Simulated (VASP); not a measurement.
Runs of VASP 6.6.1 on ZnS. The structure is that of space group F-43m (No. 216), or close to it. The cells are those of the table. 

```tsv
cell	gap on the mesh (eV)	pressure (GPa)
a = 3.727, b = 3.727, c = 3.747 Å, angles 60.2, 60.2, 90.0°, 2 atoms	2.16	0.6
a = 3.820, b = 3.820, c = 3.761 Å, angles 59.5, 59.5, 90.0°, 2 atoms	1.96	-2.1
a = 3.783, b = 3.783, c = 3.741 Å, angles 59.6, 59.6, 90.0°, 2 atoms	2.07	(c)
a = 3.671, b = 3.671, c = 3.731 Å, angles 60.5, 60.5, 90.0°, 2 atoms	(a)	(b)
```

Alike in all rows: task single point; level LDA; potentials or basis VASP PAW LDA potentials, release 64 (Zn, S); no spin polarisation; k mesh 8 × 8 × 8; cutoff (eV) 520; smearing gaussian 0.01 eV.

Problem. Fill in the values left out.

Solution. (a) 2.25; (b) 2.8; (c) -0.4.

